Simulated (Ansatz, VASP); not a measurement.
This is a calculation of SnTe for VASP 6.6.1.

INCAR

```
SYSTEM = SnTe
PREC = Accurate ; ENCUT = 520
EDIFF = 1E-6 ; ISMEAR = -1
SIGMA = 0.05 ; LREAL = .FALSE.
LASPH = .TRUE. ; NELM = 100
ALGO = Normal ; ISIF = 2
LWAVE = .FALSE. ; LCHARG = .FALSE.
NBANDS = 17
```

KPOINTS

```
Automatic mesh
0
G
  7 7 7
  0 0 0
```

POSCAR

```
SnTe
1.0
    3.8519273147      0.0000000000      0.0000000000
    0.0000000000      3.8519273147      0.0000000000
    0.0000000000      0.0000000000      3.8519273147
Te Sn
1 1
Direct
    0.5000000000      0.5000000000      0.5000000000
    0.0000000000      0.0000000000      0.0000000000
```

Potentials or basis: VASP PAW LDA potentials, release 64 (Te, Sn_d).

Launch:

```sh
$ cat potpaw_LDA.64/Te/POTCAR potpaw_LDA.64/Sn_d/POTCAR > POTCAR
$ mpirun -np 1 vasp_std > vasp.out
```

Problem. Translate it to Ansatz 0.2.0. Potentials there: all-electron LAPW, scalar-relativistic.

Solution. As run (the cutoff follows the program's own potentials):

input.yaml

```yaml
crystal:
  lattice:
    - [3.8519273147, 0.0, 0.0]
    - [0.0, 3.8519273147, 0.0]
    - [0.0, 0.0, 3.8519273147]
  atoms:
    - { symbol: Te, position: [0.5, 0.5, 0.5] }
    - { symbol: Sn, position: [0.0, 0.0, 0.0] }
kpoints:
  mp_grid: { grid: [7, 7, 7] }
scf:
  occupations: { method: fermi_dirac, width: 0.05 }
hamiltonian:
  xc: lda
  pseudopotentials: { kind: all_electron, lapw: { basis_error: 0.001 } }
output:
  forces: true
  stress: true
  eigenvalues: true
```

Potentials or basis: all-electron LAPW, scalar-relativistic.

The run is started by

```sh
$ ansatz run input.yaml --threads 1 --pin off --max-ram 3072MiB --backend cpu --events-out ev --progress --plain --runs-dir out
```

Both were run:

|  | VASP | Ansatz | Ansatz less VASP |
| --- | --- | --- | --- |
| gap on the k mesh at the Fermi level (eV) | none | none | - |
| pressure (GPa) | -3.5 | -3.5 | +0.03 |

LDA's correlation is that of Perdew and Zunger in VASP and of Perdew and Wang (1992) in Ansatz. A gap of «none» marks a metal or a gap that the smearing closes. Ansatz ran all-electron here, and VASP with PAW potentials.

Neither program's run includes spin-orbit coupling.
